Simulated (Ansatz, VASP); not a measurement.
## Two plane-wave programs on ZnSe

The input INCAR:

```
SYSTEM = ZnSe
PREC     = Accurate       ! precision mode
ENCUT    = 520            ! plane-wave cutoff, eV
EDIFF    = 1E-6           ! SCF threshold, eV
ISMEAR   = 0              ! smearing method
SIGMA    = 0.05           ! smearing width, eV
LREAL    = .FALSE.        ! projectors in reciprocal space
LASPH    = .TRUE.         ! aspherical terms in the spheres
NELM     = 100            ! most SCF steps
ALGO     = Normal         ! electronic algorithm
ISIF     = 2              ! what is computed and relaxed
LWAVE    = .FALSE.        ! write WAVECAR
LCHARG   = .FALSE.        ! write CHGCAR
NBANDS   = 26             ! bands
```

The input KPOINTS:

```
Automatic mesh
0
G
  8 8 6
  0 0 0
```

File POSCAR:

```
ZnSe
1.0
    4.1030397429      0.0000000000      0.0000000000
    0.0000000000      4.1030397429      0.0000000000
    0.0000000000      0.0000000000      5.4151678808
Zn Se
2 2
Direct
    0.0000000000      0.0000000000      0.0000000000
    0.5000000000      0.5000000000      0.0000000000
    0.0000000000      0.5000000000      0.2419974579
    0.5000000000      0.0000000000      0.7580025421
```

Input for Ansatz:

```yaml
crystal:
  lattice:
    - [4.1030397429, 0.0, 0.0]
    - [0.0, 4.1030397429, 0.0]
    - [0.0, 0.0, 5.4151678808]
  atoms:
    - { symbol: Zn, position: [0.0, 0.0, 0.0] }
    - { symbol: Zn, position: [0.5, 0.5, 0.0] }
    - { symbol: Se, position: [0.0, 0.5, 0.2419974579] }
    - { symbol: Se, position: [0.5, 0.0, 0.7580025421] }
basis:
  ecutwfc: 520.0
kpoints:
  mp_grid: { grid: [8, 8, 6] }
hamiltonian:
  xc: lda
scf:
  occupations: { method: gaussian, width: 0.05 }
output:
  forces: true
  stress: true
  eigenvalues: true
```

Alike in both runs: task single point; functional LDA; k mesh 8 × 8 × 6; occupations gaussian, width 0.05 eV; no spin polarisation.

```csv
,VASP,Ansatz
version,VASP 6.6.1,Ansatz 0.2.0
potentials or method,"VASP PAW LDA potentials, release 64 (Zn, Se), cutoff 520 eV","scalar-relativistic, plane waves, PAW"
valence electrons in the cell,36,56
```

VASP gave:

- gap on the k mesh at the Fermi level (eV): 0.92
- least direct gap on the mesh (eV): 0.92
- pressure (GPa): 2.2
- traceless stress, the component that is largest in VASP (GPa): 1.66
- rms of the force components (eV/Å): 0.462

Problem. Which values does Ansatz return?

Solution. gap on the k mesh at the Fermi level (eV): 0.92; least direct gap on the mesh (eV): 0.92; pressure (GPa): 1.8; traceless stress, the component that is largest in VASP (GPa): 1.75; rms of the force components (eV/Å): 0.433.

LDA's correlation is that of Perdew and Zunger in VASP and of Perdew and Wang (1992) in Ansatz. Atom by atom the forces differ by 0.029 eV/Å (rms over components). VASP's potentials hold 36 valence electrons a cell and Ansatz's 56, so a difference there can come from the potentials and not from the codes.
